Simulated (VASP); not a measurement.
# Al (C2/m) in VASP: single point with PBE

Aim: the single point of Al with PBE.

Program: VASP 6.6.1. These are calculated values, not measurements. Logs are shortened: lines on timing, memory, paths and dates and some standing lists are left out, and cuts for length are marked.

### Step 1. The cell of the first run

The typed cell holds 2 atoms: a = 4.214 Å, b = 4.214 Å, c = 2.870 Å, α = 90.00°, β = 137.13°, γ = 90.00°.

### Step 2. Single point, PBE

Input file INCAR:

```
SYSTEM = Al
PREC = Accurate ; ENCUT = 520
EDIFF = 1E-6 ; ISMEAR = 0
SIGMA = 0.1 ; LREAL = .FALSE.
LASPH = .TRUE. ; NELM = 60
ALGO = Normal ; ISIF = 2
LWAVE = .FALSE. ; LCHARG = .FALSE.
GGA = PE ; NBANDS = 10
```

Input file KPOINTS:

```
regular mesh
0
G
  8 8 18
  0 0 0
```

Input file POSCAR:

```
Al
1.0
    4.2142044138      0.0000000000      0.0042287846
    0.0000000000      4.2142065355      0.0000000000
   -2.1051736474      0.0000000000      1.9504545212
Al
2
Direct
    0.0000000000      0.0000000000      0.0000000000
    0.5000000000      0.5000000000      0.0000000000
```

Potentials or basis: VASP PAW PBE potentials, release 64 (Al).

On the command line:

```
$ cat potpaw_PBE.64/Al/POTCAR > POTCAR
$ mpirun -np 1 vasp_std > vasp.out
```

OUTCAR:

```text
SYSTEM = Al
   PREC = Accurate
   ENCUT = 520
   EDIFF = 1E-6
   ISMEAR = 0
   LREAL = .FALSE.
   LASPH = .TRUE.
   NELM = 60
   ISIF = 2
   GGA = PE

 ion  position               nearest neighbor table
   1  0.000  0.000  0.000-   2 2.87   2 2.87   2 2.87   2 2.87   2 2.98   2 2.98   2 2.98   2 2.98

   2  0.500  0.500  0.000-   1 2.87   1 2.87   1 2.87   1 2.87   1 2.98   1 2.98   1 2.98   1 2.98

  LATTYP: Found a simple monoclinic cell.
 ALAT       =     2.8698482408
 B/A-ratio  =     1.4684422945
 C/A-ratio  =     1.0019873743
 COS(beta)  =    -0.0760209549

  Lattice vectors:

 A1 = (  -2.1051736474,   0.0000000000,   1.9504545212)
 A2 = (   0.0000000000,  -4.2142065355,   0.0000000000)
 A3 = (   2.1090307664,   0.0000000000,   1.9546833058)

Analysis of symmetry for initial positions (statically):
=====================================================================
 Subroutine PRICEL returns following result:

  LATTYP: Found a base centered monoclinic cell.
 ALAT       =     3.9051397318
 B/A-ratio  =     1.0791435966
 C/A-ratio  =     0.7348900264
 COS(beta)  =    -0.6789119562

  Lattice vectors:

 A1 = (  -0.0019285595,   2.1071032677,  -1.9525689135)
 A2 = (  -0.0019285595,  -2.1071032677,  -1.9525689135)
 A3 = (  -2.1051736474,   0.0000000000,   1.9504545212)

   2 primitive cells build up your supercell.

 Routine SETGRP: Setting up the symmetry group for a
 simple monoclinic supercell.

 Subroutine GETGRP returns: Found  4 space group operations
 (whereof  4 operations were pure point group operations)
 out of a pool of  4 trial point group operations.

The static configuration has the point symmetry C_2h.

Analysis of symmetry for dynamics (positions and initial velocities):
=====================================================================
 Subroutine PRICEL returns following result:

  LATTYP: Found a base centered monoclinic cell.
 ALAT       =     3.9051397318
 B/A-ratio  =     1.0791435966
 C/A-ratio  =     0.7348900264
 COS(beta)  =    -0.6789119562

  Lattice vectors:

 A1 = (  -0.0019285595,   2.1071032677,  -1.9525689135)
 A2 = (  -0.0019285595,  -2.1071032677,  -1.9525689135)
 A3 = (  -2.1051736474,   0.0000000000,   1.9504545212)

   2 primitive cells build up your supercell.

 Routine SETGRP: Setting up the symmetry group for a
 simple monoclinic supercell.

 Subroutine GETGRP returns: Found  4 space group operations
 (whereof  4 operations were pure point group operations)
 out of a pool of  4 trial point group operations.

The dynamic configuration has the point symmetry C_2h.

 Subroutine INISYM returns: Found  4 space group operations
 (whereof  4 operations are pure point group operations),
 and found     2 'primitive' translations

----------------------------------------------------------------------------------------

                                     Primitive cell

  volume of cell :      17.3383

  direct lattice vectors                    reciprocal lattice vectors
    -0.001928559  2.107103268 -1.952568914    -0.237035989  0.237292594 -0.255838787
    -0.001928559 -2.107103268 -1.952568914    -0.237035989 -0.237292594 -0.255838787
    -2.105173647  0.000000000  1.950454521    -0.474585897  0.000000000  0.000468750

  length of vectors
     2.872701388  2.872701388  2.869848241     0.421838026  0.421838026  0.474586129

  position of ions in fractional coordinates (direct lattice)
     0.000000000  0.000000000  0.000000000

  ion indices of the primitive-cell ions
   primitive index   ion index
                 1           1

----------------------------------------------------------------------------------------

 KPOINTS: regular mesh

Automatic generation of k-mesh.
 Grid dimensions read from file:
 generate k-points for:    8    8   18

 Generating k-lattice:

  Cartesian coordinates                     Fractional coordinates (reciprocal lattice)
     0.029629499  0.000000000  0.031979848     0.125000000  0.000000000 -0.000000000
     0.000000000  0.029661574  0.000000000     0.000000000  0.125000000  0.000000000
    -0.000028551  0.000000000  0.028452574     0.000000000  0.000000000  0.055555556

  Length of vectors
     0.043596077  0.029661574  0.028452588

  Shift w.r.t. Gamma in fractional coordinates (k-lattice)
     0.000000000  0.000000000  0.000000000

 Subroutine IBZKPT returns following result:
 ===========================================

 Found    370 irreducible k-points:

 Following reciprocal coordinates:
            Coordinates               Weight
  0.000000  0.000000  0.000000      1.000000
  0.125000  0.000000 -0.000000      2.000000
  0.250000  0.000000 -0.000000      2.000000
  0.375000  0.000000  0.000000      2.000000
  0.500000  0.000000 -0.000000      1.000000
  0.000000  0.125000  0.000000      2.000000
[... 16 lines left out ...]
  0.250000  0.500000 -0.000000      2.000000
  0.375000  0.500000  0.000000      2.000000
 [... further k-points ...]
   k-points           NKPTS =    370   k-points in BZ     NKDIM =    370   number of bands    NBANDS=     10
   number of dos      NEDOS =    301   number of ions     NIONS =      2
   total plane-waves  NPLWV =  24576
   dimension x,y,z NGX =    32 NGY =   32 NGZ =   24
   dimension x,y,z NGXF=    64 NGYF=   64 NGZF=   48
   ions per type =               2
   NGX,Y,Z   is equivalent  to a cutoff of  12.62, 12.62, 13.90 a.u.
   NGXF,Y,Z  is equivalent  to a cutoff of  25.25, 25.25, 27.81 a.u.
 SYSTEM =  Al
   PREC   = accura    normal or accurate (medium, high low for compatibility)
   ISTART =      0    job   : 0-new  1-cont  2-samecut
   ICHARG =      2    charge: 1-file 2-atom 10-const
   ISPIN  =      1    spin polarized calculation?
   LNONCOLLINEAR =      F non collinear calculations
   LSORBIT =      F    spin-orbit coupling
   LASPH  =      T    aspherical Exc in radial PAW
   ENCUT  =  520.0 eV  38.22 Ry    6.18 a.u.   7.84  7.84  5.34*2*pi/ulx,y,z
   NELM   =     60;   NELMIN=  2; NELMDL= -5     # of ELM steps
   EDIFF  = 0.1E-05   stopping-criterion for ELM
   LREAL  =      F    real-space projection
   EDIFFG = 0.1E-04   stopping-criterion for IOM
   NSW    =      0    number of steps for IOM
   IBRION =     -1    ionic relax: 0-MD 1-quasi-New 2-CG
   NFREE  =      0    steps in history (QN), initial steepest desc. (CG)
   ISIF   =      2    stress and relaxation
   ISYM   =      2    0-nonsym 1-usesym 2-fastsym
   POTIM  = 0.5000    time-step for ionic-motion
   TEBEG  =    0.0;   TEEND  =   0.0 temperature during run
   PSTRESS=    0.0 pullay stress
   NELECT =       6.0000    total number of electrons
   NUPDOWN=      -1.0000    fix difference up-down
   EMIN   =  10.00;   EMAX   =-10.00  energy-range for DOS
   EFERMI =   0.00;   METHOD = LEGACY
   ISMEAR =     0;   SIGMA  =   0.10  broadening in eV -4-tet -1-fermi 0-gaus
   EFERMI_NEDOS =   21; number of points for ismear=-14 and -15
   IALGO  =     38    algorithm
   IMIX   =      4    mixing-type and parameters
     AMIX     =   0.40;   BMIX     =  1.00
     AMIX_MAG =   1.60;   BMIX_MAG =  1.00
  volume/ion in A,a.u.               =      17.34       117.00
  Fermi-wavevector in a.u.,A,eV,Ry     =   0.912248  1.723898 11.322713  0.832196
  Thomas-Fermi vector in A             =   2.036621
   LORBIT       =      0    0 simple, 1 ext, 2 COOP (PROOUT), +10 PAW based schemes
   GGA     = PE    functional components
   LHFCALC =     F    Hartree Fock is set to
   AEXX    =    0.0000 exact exchange contribution
   IVDW    =     0    specifies the selected vdW correction
   LEPSILON=     F    determine dielectric tensor
   LRPA    =     F    only Hartree local field effects (RPA)
 non-spin polarized calculation
 Gauss-broadening in eV      SIGMA  =   0.10
  energy-cutoff  :      520.00
  volume of cell :       34.68
 maximum number of plane-waves:       955
   NGX = 15   NGY = 15   NGZ = 11

 number of electron       6.0000000 magnetization

 Free energy of the ion-electron system (eV)
  ---------------------------------------------------
  ext. energy  EPLUGINS =         0.00000000
  ---------------------------------------------------
  free energy    TOTEN  =        -7.44980817 eV

  energy without entropy =       -7.44558905  energy(sigma->0) =       -7.44769861

 E-fermi :   7.4634     XC(G=0): -10.0187

 val. band max:        7.4476673580   @ k =   0.1250   0.0000   0.3333
 cond. band min:       7.4782947828   @ k =   0.0000   0.3750   0.4444
 fundamental gap:      0.0306274248
 Fermi energy:         7.4634336590

 k-point     1 :       0.0000    0.0000    0.0000
  band No.  band energies     occupation
      1      -3.3033      2.00000
      2       4.3518      2.00000
      3       5.3878      2.00000
      4      13.0907      0.00000
      5      13.1131      0.00000
      6      13.6241      0.00000
      7      16.5969      0.00000
      8      19.6531      0.00000
      9      19.6547      0.00000
     10      20.4320      0.00000

 k-point     2 :       0.1250    0.0000   -0.0000
  band No.  band energies     occupation
      1      -3.0222      2.00000
      2       4.6115      2.00000
      3       5.6628      2.00000
      4       9.8307      0.00000
      5      13.5378      0.00000
      6      15.0394      0.00000
      7      17.0141      0.00000
      8      17.4440      0.00000
      9      18.9435      0.00000
     10      20.3412      0.00000

 k-point     3 :       0.2500    0.0000   -0.0000
  band No.  band energies     occupation
      1      -2.1820      2.00000
      2       5.3916      2.00000
      3       6.3334      2.00000
      4       6.6558      2.00000
      5      13.7205      0.00000
      6      14.1158      0.00000
      7      14.6244      0.00000
      8      16.1696      0.00000
      9      20.6556      0.00000
     10      21.0082      0.00000

 k-point     4 :       0.3750    0.0000    0.0000
  band No.  band energies     occupation
      1      -0.7921      2.00000
      2       3.5683      2.00000
      3       6.6934      2.00000
      4       7.8528      0.00000
      5      10.8652      0.00000
      6      11.9840      0.00000
      7      15.1349      0.00000
      8      17.7264      0.00000
      9      18.5301      0.00000
     10      22.1030      0.00000

 k-point     5 :       0.5000    0.0000   -0.0000
  band No.  band energies     occupation
      1       1.1322      2.00000
      2       1.1322      2.00000
      3       8.5185      0.00000
      4       8.5185      0.00000
      5       9.6967      0.00000
      6       9.6967      0.00000
      7      16.6144      0.00000
      8      16.6144      0.00000
      9      19.7374      0.00000
     10      19.7374      0.00000

 k-point     6 :       0.0000    0.1250    0.0000
  band No.  band energies     occupation
      1      -3.1731      2.00000
      2       2.9235      2.00000
      3       7.0445      2.00000
      4      13.2183      0.00000
      5      13.2233      0.00000
      6      13.7364      0.00000
      7      16.7143      0.00000
      8      18.4838      0.00000
      9      18.8895      0.00000
     10      19.0846      0.00000
[... 183 lines left out ...]
 k-point    21 :       0.0000    0.5000    0.0000
  band No.  band energies     occupation
      1      -1.2330      2.00000
      2      -1.2330      2.00000
      3      14.5975      0.00000
      4      14.5975      0.00000
      5      14.8794      0.00000
      6      14.8794      0.00000
      7      15.1148      0.00000
      8      15.1148      0.00000
      9      15.4201      0.00000
     10      15.4201      0.00000

 k-point    22 :       0.1250    0.5000   -0.0000
  band No.  band energies     occupation
      1      -0.9558      2.00000
      2      -0.9558      2.00000
      3      11.7408      0.00000
      4      11.7408      0.00000
      5      14.8443      0.00000
      6      14.8443      0.00000
      7      15.3300      0.00000
      8      15.3300      0.00000
      9      16.9381      0.00000
     10      16.9381      0.00000

 k-point    23 :       0.2500    0.5000   -0.0000
  band No.  band energies     occupation
      1      -0.1271      2.00000
      2      -0.1271      2.00000
      3       8.4446      0.00000
      4       8.4446      0.00000
      5      15.5683      0.00000
      6      15.5683      0.00000
      7      15.9089      0.00000
      8      15.9089      0.00000
      9      17.9293      0.00000
     10      17.9293      0.00000

 k-point    24 :       0.3750    0.5000    0.0000
  band No.  band energies     occupation
      1       1.2445      2.00000
      2       1.2445      2.00000
      3       5.5563      2.00000
      4       5.5563      2.00000
      5      16.6905      0.00000
      6      16.6905      0.00000
      7      16.8861      0.00000
      8      16.8861      0.00000
      9      18.9394      0.00000
     10      18.9394      0.00000

 [... further k-points ...]
[... 5 lines left out ...]
  --------------------------------------------------------------------------------------
  -------------------------------------------------------------------------------------
  Total       -1.1012365     -0.9832598      0.0036523      0.0000000      0.0000000     -0.0045536
  in kB      -50.8807854    -45.4298711      0.1687463      0.0000000      0.0000000     -0.2103908
  external PRESSURE =     -32.0473034 kB  Pullay stress =       0.0000000 kB

 VOLUME and BASIS-vectors are now :
 -----------------------------------------------------------------------------
  energy-cutoff  :      520.00
  volume of cell :       34.68
      direct lattice vectors                 reciprocal lattice vectors
     4.214204414  0.000000000  0.004228785     0.237035989  0.000000000  0.255838787
     0.000000000  4.214206535  0.000000000     0.000000000  0.237292594  0.000000000
    -2.105173647  0.000000000  1.950454521    -0.000513918  0.000000000  0.512146324

 POSITION                                       TOTAL-FORCE (eV/Angst)
 -----------------------------------------------------------------------------------
      0.00000      0.00000      0.00000        -0.000000      0.000000     -0.000000
      2.10710      2.10710      0.00211         0.000000      0.000000      0.000000
 -----------------------------------------------------------------------------------
    total drift:                               -0.000000     -0.000000      0.000000

  FREE ENERGIE OF THE ION-ELECTRON SYSTEM (eV)
  ---------------------------------------------------
  free  energy   TOTEN  =        -7.4498081685 eV

  energy  without entropy=       -7.4455890539  energy(sigma->0) =       -7.44769861
```

Run time: 1.7 min. Hardware: 1 thread of Intel Xeon 8259CL, shared host; peak memory 0.24 GiB.

Results:

```
Free energy            : -7.4498 eV
Pressure               : -3.2 GPa
Band gap on the k mesh : zero (bands 3 and 4 overlap by 11.41 eV)
```

Levels at points of the mesh, in eV from the Fermi level:
```
           k point  band 1  band 2  band 3  band 4  band 5  band 6  band 7
(0.00, 0.00, 0.00)  -10.77   -3.11   -2.08    5.63    5.65    6.16    9.13
(0.50, 0.00, 0.00)   -6.33   -6.33    1.06    1.06    2.23    2.23    9.15
(0.00, 0.50, 0.00)   -8.70   -8.70    7.13    7.13    7.42    7.42    7.65
(0.50, 0.50, 0.00)   -4.36   -4.36   -4.27   -4.27   10.08   10.08   10.47
(0.00, 0.00, 0.50)   -3.11   -2.08   -2.02   -0.52    4.52    4.52    4.73
(0.50, 0.00, 0.50)   -6.31   -6.31    1.07    1.07    2.25    2.25    9.10
(0.00, 0.50, 0.50)   -1.18   -1.18   -0.11   -0.11   -0.10   -0.10    1.59
(0.50, 0.50, 0.50)   -4.35   -4.35   -4.25   -4.25   10.06   10.06   10.46
```

Caveat: the cell stands under tension.
